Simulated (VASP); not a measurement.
Input of a VASP 6.6.1 run:

File INCAR:

```
PREC = Accurate
ENCUT = 600
EDIFF = 1E-6
ISMEAR = 0
SIGMA = 0.02
LREAL = False
LASPH = True
NELM = 120
ALGO = Normal
ISIF = 2
LWAVE = False
LCHARG = False
GGA = PE
NBANDS = 35
GGA_COMPAT = False
```

File KPOINTS:

```
regular mesh
0
Gamma
  6 6 8
```

Contents of POSCAR:

```
SnO2
1.0
    4.7880040000      0.0000000000      0.0000000000
    0.0000000000      4.8665820000      0.0000000000
    0.0000000000      0.0000000000      3.2408980000
Sn O
2 4
Direct
    0.5000000000      0.5000000000      0.5000000000
    0.0000000000      0.0000000000      0.0000000000
    0.2918550000      0.3210420000      0.0000000000
    0.7918550000      0.1789580000      0.5000000000
    0.2081450000      0.8210420000      0.5000000000
    0.7081450000      0.6789580000      0.0000000000
```

Potentials or basis: VASP PAW PBE potentials, release 64 (Sn_d, O).

Command:

```bash
$ cat potpaw_PBE.64/Sn_d/POTCAR potpaw_PBE.64/O/POTCAR > POTCAR
$ mpirun -np 1 vasp_std > vasp.out
```

Q: Estimate the largest force.

A: 0.066 eV/Å.

Q: What does it give for the pressure?

A: -0.1 GPa.

Forces in eV/Å, atoms in the order of the input:
```
Sn   0.000  0.000  0.000
Sn   0.000  0.000  0.000
O    0.046 -0.047  0.000
O    0.046  0.047  0.000
O   -0.046 -0.047  0.000
O   -0.046  0.047  0.000
```
